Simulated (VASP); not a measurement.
# Ta2C (P-3m1) in VASP: notebook

Ta2C is run at these levels: LDA; tasks: single point, relaxation of cell and atoms.

All numbers are computed with VASP 6.6.1; they aren't measurements. Logs are shortened: lines on timing, memory, paths and dates and some standing lists are left out, and cuts for length are marked.

### Step 1. The cell of the first run

It takes space group P-3m1 (No. 164, trigonal). The conventional cell has a = 3.076 Å, b = 3.076 Å, c = 4.890 Å, α = 90.00°, β = 90.00°, γ = 120.00°. Within 3.1 Å of Ta (site symmetry 3m) lie 3 C at 2.17 Å and 12 Ta at 3.00 to 3.08 Å. Within 2.9 Å of C (site symmetry -3m) lie 6 Ta at 2.17 Å.

### Step 2. Single point, LDA

INCAR

```
SYSTEM = Ta2C
PREC = Accurate
ENCUT = 520
EDIFF = 1E-6
ISMEAR = 1
SIGMA = 0.1
LREAL = .FALSE.
LASPH = .TRUE.
NELM = 80
ALGO = Normal
ISIF = 2
LWAVE = .FALSE.
LCHARG = .TRUE.
LELF = .TRUE.
LVHAR = .TRUE.
NBANDS = 20
```

KPOINTS

```
regular mesh
0
G
  15 15 8
  0 0 0
```

POSCAR

```
Ta2C
1.0
    3.0762848209      0.0000000000      0.0000000000
   -1.5381424104      2.6641408042      0.0000000000
    0.0000000000      0.0000000000      4.8903056164
Ta C
2 1
Direct
    0.3333333333      0.6666666667      0.2532107545
    0.6666666667      0.3333333333      0.7467892455
    0.0000000000      0.0000000000      0.0000000000
```

Potentials or basis: VASP PAW LDA potentials, release 64 (Ta_pv, C).

The run is started by

```bash
cat potpaw_LDA.64/Ta_pv/POTCAR potpaw_LDA.64/C/POTCAR > POTCAR
mpirun -np 1 vasp_std > vasp.out
```

OUTCAR:

```text
SYSTEM = Ta2C
   PREC = Accurate
   ENCUT = 520
   EDIFF = 1E-6
   ISMEAR = 1
   LREAL = .FALSE.
   LASPH = .TRUE.
   NELM = 80
   ISIF = 2

 ion  position               nearest neighbor table
   1  0.333  0.667  0.253-   3 2.17   3 2.17   3 2.17   2 3.00   2 3.00   2 3.00   2 3.05   2 3.05
                             2 3.05
   2  0.667  0.333  0.747-   3 2.17   3 2.17   3 2.17   1 3.00   1 3.00   1 3.00   1 3.05   1 3.05
                             1 3.05
   3  0.000  0.000  0.000-   1 2.17   2 2.17   1 2.17   2 2.17   2 2.17   1 2.17

  LATTYP: Found a hexagonal cell.
 ALAT       =     3.0762848209
 C/A-ratio  =     1.5896790776

  Lattice vectors:

 A1 = (   3.0762848209,   0.0000000000,   0.0000000000)
 A2 = (  -1.5381424104,   2.6641408042,   0.0000000000)
 A3 = (   0.0000000000,   0.0000000000,   4.8903056164)

Analysis of symmetry for initial positions (statically):
=====================================================================
 Subroutine PRICEL returns:
 Original cell was already a primitive cell.

 Routine SETGRP: Setting up the symmetry group for a
 hexagonal supercell.

 Subroutine GETGRP returns: Found 12 space group operations
 (whereof 12 operations were pure point group operations)
 out of a pool of 24 trial point group operations.

The static configuration has the point symmetry D_3d.

Analysis of symmetry for dynamics (positions and initial velocities):
=====================================================================
 Subroutine PRICEL returns:
 Original cell was already a primitive cell.

 Routine SETGRP: Setting up the symmetry group for a
 hexagonal supercell.

 Subroutine GETGRP returns: Found 12 space group operations
 (whereof 12 operations were pure point group operations)
 out of a pool of 24 trial point group operations.

The dynamic configuration has the point symmetry D_3d.

 Subroutine INISYM returns: Found 12 space group operations
 (whereof 12 operations are pure point group operations),
 and found     1 'primitive' translations

----------------------------------------------------------------------------------------

                                     Primitive cell

  volume of cell :      40.0793

  direct lattice vectors                    reciprocal lattice vectors
     3.076284821  0.000000000  0.000000000     0.325067430  0.187677768  0.000000000
    -1.538142410  2.664140804  0.000000000     0.000000000  0.375355536  0.000000000
[... 81 lines left out ...]
   ISPIN  =      1    spin polarized calculation?
   LNONCOLLINEAR =      F non collinear calculations
   LSORBIT =      F    spin-orbit coupling
   LASPH  =      T    aspherical Exc in radial PAW
   ENCUT  =  520.0 eV  38.22 Ry    6.18 a.u.   5.72  5.72  9.09*2*pi/ulx,y,z
   NELM   =     80;   NELMIN=  2; NELMDL= -5     # of ELM steps
   EDIFF  = 0.1E-05   stopping-criterion for ELM
   LREAL  =      F    real-space projection
   EDIFFG = 0.1E-04   stopping-criterion for IOM
   NSW    =      0    number of steps for IOM
   IBRION =     -1    ionic relax: 0-MD 1-quasi-New 2-CG
   NFREE  =      0    steps in history (QN), initial steepest desc. (CG)
   ISIF   =      2    stress and relaxation
   ISYM   =      2    0-nonsym 1-usesym 2-fastsym
   POTIM  = 0.5000    time-step for ionic-motion
   TEBEG  =    0.0;   TEEND  =   0.0 temperature during run
   PSTRESS=    0.0 pullay stress
   NELECT =      26.0000    total number of electrons
   NUPDOWN=      -1.0000    fix difference up-down
   EMIN   =  10.00;   EMAX   =-10.00  energy-range for DOS
   EFERMI =   0.00;   METHOD = LEGACY
   ISMEAR =     1;   SIGMA  =   0.10  broadening in eV -4-tet -1-fermi 0-gaus
   EFERMI_NEDOS =   21; number of points for ismear=-14 and -15
   IALGO  =     38    algorithm
   IMIX   =      4    mixing-type and parameters
     AMIX     =   0.40;   BMIX     =  1.00
     AMIX_MAG =   1.60;   BMIX_MAG =  1.00
  volume/ion in A,a.u.               =      13.36        90.16
  Fermi-wavevector in a.u.,A,eV,Ry     =   1.417183  2.678088 27.326059  2.008409
  Thomas-Fermi vector in A             =   2.538440
   LORBIT       =      0    0 simple, 1 ext, 2 COOP (PROOUT), +10 PAW based schemes
   GGA     = CA    functional components
   LHFCALC =     F    Hartree Fock is set to
   AEXX    =    0.0000 exact exchange contribution
   IVDW    =     0    specifies the selected vdW correction
   LEPSILON=     F    determine dielectric tensor
   LRPA    =     F    only Hartree local field effects (RPA)
 non-spin polarized calculation
 Methfessel and Paxton  Order N= 1 SIGMA  =   0.10
  energy-cutoff  :      520.00
  volume of cell :       40.08
 maximum number of plane-waves:      1092
 NGX is ok and might be reduce to    24
   NGX = 11   NGY = 11   NGZ = 19

 number of electron      26.0000005 magnetization

 Free energy of the ion-electron system (eV)
  ---------------------------------------------------
  ext. energy  EPLUGINS =         0.00000000
  ---------------------------------------------------
  free energy    TOTEN  =       -37.68477533 eV

  energy without entropy =      -37.68483169  energy(sigma->0) =      -37.68479412

 E-fermi :   6.7002     XC(G=0): -13.0986

 val. band max:        6.6901421000   @ k =   0.4000   0.1333   0.5000
 cond. band min:       6.7157134633   @ k =   0.0667   0.0667   0.5000
 fundamental gap:      0.0255713634
 Fermi energy:         6.7001746988

 k-point     1 :       0.0000    0.0000    0.0000
  band No.  band energies     occupation
      1     -27.9253      2.00000
      2     -27.1540      2.00000
      3     -27.1540      2.00000
      4     -27.0280      2.00000
      5     -27.0280      2.00000
      6     -26.9358      2.00000
[... 541 lines left out ...]
     19      12.6367      0.00000
     20      14.3506      0.00000

 [... further k-points ...]
[... 5 lines left out ...]
  --------------------------------------------------------------------------------------
  -------------------------------------------------------------------------------------
  Total        0.3558409      0.3558409      0.3681617      0.0000000     -0.0000000     -0.0000000
  in kB       14.2248178     14.2248178     14.7173466      0.0000000     -0.0000000     -0.0000000
  external PRESSURE =      14.3889941 kB  Pullay stress =       0.0000000 kB

 VOLUME and BASIS-vectors are now :
 -----------------------------------------------------------------------------
  energy-cutoff  :      520.00
  volume of cell :       40.08
      direct lattice vectors                 reciprocal lattice vectors
     3.076284821  0.000000000  0.000000000     0.325067430  0.187677768  0.000000000
    -1.538142410  2.664140804  0.000000000     0.000000000  0.375355536  0.000000000
     0.000000000  0.000000000  4.890305616     0.000000000  0.000000000  0.204486197

 POSITION                                       TOTAL-FORCE (eV/Angst)
 -----------------------------------------------------------------------------------
     -0.00000      1.77609      1.23828         0.000000     -0.000000      0.064122
      1.53814      0.88805      3.65203        -0.000000      0.000000     -0.064122
      0.00000      0.00000      0.00000        -0.000000      0.000000      0.000000
 -----------------------------------------------------------------------------------
    total drift:                               -0.000000      0.000000      0.000000

  FREE ENERGIE OF THE ION-ELECTRON SYSTEM (eV)
  ---------------------------------------------------
  free  energy   TOTEN  =       -37.6847753334 eV

  energy  without entropy=      -37.6848316946  energy(sigma->0) =      -37.68479412
```

OSZICAR:

```text
N       E                     dE             d eps       ncg     rms          rms(c)
DAV:   1     0.198351995020E+03    0.19835E+03   -0.14939E+04  7680   0.137E+03
DAV:   2    -0.336458596136E+02   -0.23200E+03   -0.22662E+03  8700   0.381E+02
DAV:   3    -0.417552308559E+02   -0.81094E+01   -0.80156E+01  9728   0.642E+01
DAV:   4    -0.418492571038E+02   -0.94026E-01   -0.93777E-01  9432   0.684E+00
DAV:   5    -0.418500852664E+02   -0.82816E-03   -0.82796E-03  9504   0.616E-01    0.290E+01
DAV:   6    -0.379526037543E+02    0.38975E+01   -0.18872E+01  9504   0.246E+01    0.123E+01
DAV:   7    -0.377383888768E+02    0.21421E+00   -0.14890E+00  8548   0.742E+00    0.590E+00
DAV:   8    -0.376901691838E+02    0.48220E-01   -0.17801E-01  9100   0.275E+00    0.563E-01
DAV:   9    -0.376852782253E+02    0.48910E-02   -0.22859E-02  9488   0.917E-01    0.180E-01
DAV:  10    -0.376848258594E+02    0.45237E-03   -0.31859E-03  9820   0.444E-01    0.543E-02
DAV:  11    -0.376847763010E+02    0.49558E-04   -0.34252E-04  8968   0.111E-01    0.282E-02
DAV:  12    -0.376847751972E+02    0.11038E-05   -0.26632E-05  8976   0.370E-02    0.706E-03
DAV:  13    -0.376847753334E+02   -0.13623E-06   -0.44735E-06  8744   0.129E-02
   1 F= -.37684775E+02 E0= -.37684794E+02  d E =0.563612E-04
```

stdout:

```text
POSCAR found type information on POSCAR TaC
 POSCAR found :  2 types and       3 ions
 scaLAPACK will be used
 LDA part: xc-table for (Slater(with rela. corr.)+CA(PZ))
 , standard interpolation
 POSCAR, INCAR and KPOINTS ok, starting setup
 FFT: planning ... GRIDC
 FFT: planning ... GRID_SOFT
 FFT: planning ... GRID
 WAVECAR not read
 entering main loop
```

Run time: 2.9 min. Hardware: 1 thread of Intel Xeon 8259CL, shared host; peak memory 0.25 GiB.

What came out:

| Quantity | Value |
| --- | --- |
| Free energy | -37.6848 eV |
| Pressure | 1.4 GPa |
| Largest force | 0.064 eV/Å |
| Band gap on the k mesh | zero (bands 13 and 14 overlap by 0.82 eV) |

Forces on the atoms (eV/Å):
```
Ta   0.000  0.000  0.064
Ta   0.000  0.000 -0.064
C    0.000  0.000  0.000
```

Levels at points of the mesh, in eV from the Fermi level:
```csv
k point,band 11,band 12,band 13,band 14,band 15,band 16
"(0.00, 0.00, 0.00)",-2.79,-0.02,0.51,0.51,1.14,1.14
"(0.00, 0.00, 0.50)",-1.85,-1.47,-0.31,-0.31,3.06,3.06
```

Caveat: spin-orbit coupling is left out, which moves the levels of the heavy elements.

### Step 3. Relaxation of cell and atoms, LDA

This run uses another cell than the first one, of 13.77 Å³/atom.

INCAR

```
SYSTEM = Ta2C
PREC = Accurate ; ENCUT = 600
EDIFF = 1E-7 ; ISMEAR = 1
SIGMA = 0.1 ; LREAL = .FALSE.
LASPH = .TRUE. ; NELM = 80
ALGO = Normal ; ISIF = 3
LWAVE = .FALSE. ; LCHARG = .FALSE.
GGA = CA ; IBRION = 2
NSW = 80 ; EDIFFG = -0.02
```

KPOINTS

```
Automatic mesh
0
G
  15 15 8
  0 0 0
```

POSCAR

```
Ta2C
1.0
    3.1059000000      0.0000000000      0.0000000000
   -1.5529500000      2.6897883000      0.0000000000
    0.0000000000      0.0000000000      4.9464000000
Ta C
2 1
Direct
    0.3333333333      0.6666666667      0.2520100000
    0.6666666667      0.3333333333      0.7479900000
    0.0000000000      0.0000000000      0.0000000000
```

Potentials or basis: VASP PAW LDA potentials, release 64 (Ta_pv, C).

The run is started by

```bash
cat potpaw_LDA.64/Ta_pv/POTCAR potpaw_LDA.64/C/POTCAR > POTCAR
mpirun -np 1 vasp_std > vasp.out
```

It took 12 min on 1 thread of Intel Xeon 8259CL, shared host; peak memory 0.3 GiB.

It converged, with:

```yaml
Free_energy: -37.6882 eV
Relaxed_volume: 13.42 Å³/atom
Relaxed_cell: a = 3.081 Å, b = 3.081 Å, c = 4.898 Å, α = 90.00°, β = 90.00°, γ = 120.00°
Space_group_after_relaxing_to_0.1_Å: P-3m1 (No. 164)
Energy_gained_by_relaxing: 8.0 meV/atom
Ionic_steps: 6
Pressure_after_relaxing: 0.0 GPa
Band_gap_on_the_k_mesh: zero (bands 13 and 14 overlap by 0.82 eV)
```

Stress tensor (GPa, compression positive):
```
 0.03  0.00  0.00
 0.00  0.03  0.00
 0.00  0.00 -0.05
```

Step by step:
```tsv
step	energy change (eV)	largest force (eV/Å)	pressure (GPa)	volume (Å³)
1	0.0000	0.0283	-7.07	41.32
2	0.1466	0.9473	22.47	37.80
3	-0.0225	0.2048	-0.22	40.35
4	-0.0225	0.2109	-0.06	40.33
5	-0.0240	0.0526	0.01	40.24
6	-0.0240	0.0013	0.01	40.25
```

Final structure:
```yaml
crystal:
  lattice:
    - [3.08059, 0.00000, 0.00000]
    - [-1.54030, 2.66787, 0.00000]
    - [0.00000, 0.00000, 4.89802]
  atoms:
    - { symbol: Ta, position: [0.33333, 0.66667, 0.25337] }
    - { symbol: Ta, position: [0.66667, 0.33333, 0.74663] }
    - { symbol: C, position: [0.00000, 0.00000, 0.00000] }
```

Levels at points of the mesh, in eV from the Fermi level:
| k point | band 10 | band 11 | band 12 | band 13 | band 14 | band 15 | band 16 | band 17 |
| --- | --- | --- | --- | --- | --- | --- | --- | --- |
| (0.00, 0.00, 0.00) | -3.62 | -2.81 | -0.02 | 0.51 | 0.51 | 1.14 | 1.14 | 2.38 |
| (0.00, 0.00, 0.50) | -3.88 | -1.85 | -1.46 | -0.31 | -0.31 | 3.05 | 3.05 | 3.54 |

Caveat: spin-orbit coupling is left out, which moves the levels of the heavy elements.

The gap in the log of VASP goes by the Fermi energy; the results here count the filled bands.